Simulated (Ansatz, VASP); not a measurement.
# One calculation of NbTe, two programs

The input POSCAR:

```
NbTe
1.0
    3.4257000000      0.0000000000      0.0000000000
    0.0000000000      3.4257000000      0.0000000000
    0.0000000000      0.0000000000      3.4257000000
Nb Te
1 1
Direct
    0.5000000000      0.5000000000      0.5000000000
    0.0000000000      0.0000000000      0.0000000000
```

File INCAR.step1:

```
PREC = Accurate
ENCUT = 600
EDIFF = 1E-5
ISMEAR = -1
SIGMA = 0.05
LREAL = False
LASPH = True
NELM = 80
ALGO = Normal
LWAVE = True
LCHARG = False
GGA = PE
NBANDS = 16
```

INCAR.step2

```
PREC = Accurate
ENCUT = 600
EDIFF = 1E-7
ISMEAR = -1
SIGMA = 0.05
LREAL = False
LASPH = True
NELM = 80
ALGO = Normal
ISIF = 3
LWAVE = False
LCHARG = False
GGA = PS
LHFCALC = True
AEXX = 0.25
PRECFOCK = Normal
IBRION = 2
NSW = 60
EDIFFG = -0.01
ISTART = 1
```

Contents of KPOINTS:

```
regular mesh
0
Gamma
  4 4 4
```

The input input.yaml:

```yaml
crystal:
  lattice:
    - [3.4257, 0.0, 0.0]
    - [0.0, 3.4257, 0.0]
    - [0.0, 0.0, 3.4257]
  atoms:
    - { symbol: Nb, position: [0.5, 0.5, 0.5] }
    - { symbol: Te, position: [0.0, 0.0, 0.0] }
hamiltonian:
  xc: { exchange: pbesol, correlation: pbesol, exx: { coeff: 0.25 } }
  pseudopotentials: { kind: paw }
kpoints:
  mp_grid: { grid: [4, 4, 4] }
scf:
  occupations: { method: fermi_dirac, width: 0.05 }
output:
  forces: true
  stress: true
  eigenvalues: true
relax:
  f_tol: 0.01
  max_steps: 40
  cell: { stress_tol: 0.05 }
```

Alike in both runs: task relaxation of cell and atoms; functional PBEsol-based global hybrid; k mesh 4 × 4 × 4; occupations fermi-dirac, width 0.05 eV; no spin polarisation.

```csv
,VASP,Ansatz
version,VASP 6.6.1,Ansatz 0.2.0
potentials or method,"VASP PAW PBE potentials, release 64 (Nb_sv, Te)",Ansatz PAW
plane-wave cutoff (eV),600,420
valence electrons in the cell,19,29
```

|  | VASP | Ansatz | Ansatz less VASP |
| --- | --- | --- | --- |
| gap on the k mesh at the Fermi level, each at its own relaxed structure (eV) | none | none | - |
| relaxed volume (Å³/atom) | 18.89 | 19.10 | +0.212 |
| relaxed cell length with the largest relative difference (Å) | 3.355 | 3.368 | +0.0125 |

VASP's potentials were made for PBE, not for PBEsol-based global hybrid. A gap of «none» marks a metal or a gap that the smearing closes. VASP's potentials hold 19 valence electrons a cell and Ansatz's 29, so a difference there can come from the potentials and not from the codes.

The k mesh is coarse, so the values compare programs but aren't converged. Neither program's run includes spin-orbit coupling. Noted on Ansatz's run: the plane-wave basis is chosen anew once the cell has moved, so the energies of steps on either side of that aren't comparable.
